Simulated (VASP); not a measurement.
HgTe, 2 atoms in the cell. The structure is cubic, space group Pm-3m (No. 221). The conventional cell has a = 3.790 Å, b = 3.790 Å, c = 3.790 Å, α = 90.00°, β = 90.00°, γ = 90.00°. Within 4.3 Å of Hg (site symmetry m-3m) lie 8 Te at 3.28 Å and 6 Hg at 3.79 Å. Te (site symmetry m-3m) has 8 Hg at 3.28 Å and 6 Te at 3.79 Å within 4.3 Å. 

| Property | Result |
| --- | --- |
| Program | VASP 6.6.1 |
| Task | single point |
| Functional | r2SCAN |
| Potentials or basis | VASP PAW PBE potentials, release 64 (Hg, Te) |
| Cutoff | 520 eV |
| k mesh | 4 × 4 × 4 |
| Occupations | fermi-dirac, width 0.02 eV |
| Spin | no spin polarisation |
| Dipole correction | no |
| Further INCAR settings | ALGO = Normal; EDIFF = 1e-06; NBANDS = 16 |

Potentials or basis: VASP PAW PBE potentials, release 64 (Hg, Te).

The run is started by

```sh
$ cat potpaw_PBE.64/Hg/POTCAR potpaw_PBE.64/Te/POTCAR > POTCAR
$ cp INCAR.step1 INCAR
$ mpirun -np 1 vasp_std > vasp.out
$ cp INCAR.step2 INCAR
$ mpirun -np 1 vasp_std > vasp.out
```

Hardware: 1 thread of Intel(R) Xeon(R) Platinum 8488C (Sapphire Rapids), on a shared host.

**Question.** Estimate the wall time of this run.

**Answer.** It took 23 s on 1 thread of Intel(R) Xeon(R) Platinum 8488C (Sapphire Rapids) (shared host), peak memory 0.16 GiB. Counts: k points 10.
